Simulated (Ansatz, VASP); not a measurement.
This is a calculation of GaN for Ansatz 0.2.0.

Contents of input.yaml:

```yaml
crystal:
  lattice:
    - [0.0, 2.135235, 2.135235]
    - [2.135235, 0.0, 2.135235]
    - [2.135235, 2.135235, 0.0]
  atoms:
    - { symbol: Ga, position: [0.0, 0.0, 0.0] }
    - { symbol: "N", position: [0.5, 0.5, 0.5] }
hamiltonian:
  xc: pbe
  pseudopotentials: { kind: paw }
  dispersion: d4
kpoints:
  mp_grid: { grid: [11, 11, 11] }
scf:
  occupations: { method: fermi_dirac, width: 0.05 }
output:
  forces: true
  stress: true
  eigenvalues: true
relax:
  f_tol: 0.01
  max_steps: 40
  cell: { stress_tol: 0.05 }
```

Potentials or basis: Ansatz PAW.

Launch:

```console
$ ansatz run input.yaml --threads 2 --pin off --max-ram 5632MiB --backend cpu --events-out ev --progress --plain --runs-dir out
```

Q: Set up the same calculation for VASP 6.6.1. Potentials there: VASP PAW PBE potentials, release 64 (Ga_d, N).

A: As run (the cutoff follows the program's own potentials):

The input INCAR:

```
PREC     = Accurate       # precision mode
ENCUT    = 600            # plane-wave cutoff, eV
EDIFF    = 1E-7           # SCF threshold, eV
ISMEAR   = -1             # smearing method
SIGMA    = 0.05           # smearing width, eV
LREAL    = F              # projectors in reciprocal space
LASPH    = T              # aspherical terms in the spheres
NELM     = 100            # most SCF steps
ALGO     = Normal         # electronic algorithm
ISIF     = 3              # what is computed and relaxed
LWAVE    = F              # write WAVECAR
LCHARG   = F              # write CHGCAR
GGA      = PE             # functional
IVDW     = 13             # dispersion correction
IBRION   = 2              # ionic algorithm
NSW      = 60             # ionic steps
EDIFFG   = -0.01          # ionic threshold
```

File KPOINTS:

```
Automatic mesh
0
Gamma
  11 11 11
```

The input POSCAR:

```
GaN
1.0
    0.0000000000      2.1352350000      2.1352350000
    2.1352350000      0.0000000000      2.1352350000
    2.1352350000      2.1352350000      0.0000000000
Ga N
1 1
Direct
    0.0000000000      0.0000000000      0.0000000000
    0.5000000000      0.5000000000      0.5000000000
```

Potentials or basis: VASP PAW PBE potentials, release 64 (Ga_d, N).

Command:

```console
$ cat potpaw_PBE.64/Ga_d/POTCAR potpaw_PBE.64/N/POTCAR > POTCAR
$ mpirun -np 1 vasp_std > vasp.out
```

Both were run:

|  | VASP | Ansatz | Ansatz less VASP |
| --- | --- | --- | --- |
| gap on the k mesh at the Fermi level, each at its own relaxed structure (eV) | 0.74 | 0.77 | +0.029 |
| relaxed volume (Å³/atom) | 9.43 | 9.40 | -0.028 |
| relaxed cell length with the largest relative difference (Å) | 2.987 | 2.984 | -0.0029 |

Noted on Ansatz's run: odd divisions of the mesh miss points on the zone boundary, where band edges often lie, so the gap on the mesh can be too wide; the plane-wave basis is chosen anew once the cell has moved, so the energies of steps on either side of that aren't comparable.
